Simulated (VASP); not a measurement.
Sb:

```
Sb
1.0
     3.16000    0.00000    0.00000
     0.00000    3.16000    0.00000
     0.00000    0.00000    3.16000
Sb
1
Direct
  0.00000 0.00000 0.00000
```

```yaml
Program: VASP 6.6.1
Task: relaxation of cell and atoms
Functional: RPBE
Dispersion: D3(BJ)
Potentials_or_basis: VASP PAW PBE potentials, release 64 (Sb)
Cutoff: 600 eV
k_mesh: 8 × 8 × 8
Occupations: fermi-dirac, width 0.05 eV
Spin: no spin polarisation
```

At the start: pressure -16.5 GPa; volume 31.55 Å³/atom.

How do energy, volume and symmetry change on relaxing?

Over 7 steps the energy falls by 560.9 meV/atom and the volume is 23.23 Å³/atom (-26.4 %); space group Pm-3m (No. 221, to 0.05 Å).

The path:
| step | energy change (eV) | largest force (eV/Å) | pressure (GPa) | volume (Å³) |
| --- | --- | --- | --- | --- |
| 1 | 0.0000 | 0.0000 | -16.54 | 31.55 |
| 2 | -0.1375 | 0.0000 | 38.25 | 18.89 |
| 3 | -0.5594 | 0.0000 | -1.41 | 23.56 |
| 4 | -0.5607 | 0.0000 | -0.47 | 23.34 |
| 5 | -0.5609 | 0.0000 | 0.19 | 23.19 |
| 6 | -0.5609 | 0.0000 | -0.20 | 23.28 |
| 7 | -0.5609 | 0.0000 | 0.02 | 23.23 |

Final structure:
```yaml
crystal:
  lattice:
    - [2.85320, 0.00000, 0.00000]
    - [0.00000, 2.85320, 0.00000]
    - [0.00000, 0.00000, 2.85320]
  atoms:
    - { symbol: Sb, position: [0.00000, 0.00000, 0.00000] }
```

Caveat: the volume moved by over 15 % at a fixed basis, so the end points are rough; the PAW data sets were made with another functional, which shifts forces and pressure a little; the volume moved by -26 % from the deposited cell, more than functionals usually miss; pairwise dispersion overbinds metals, which lowers pressure and volume.
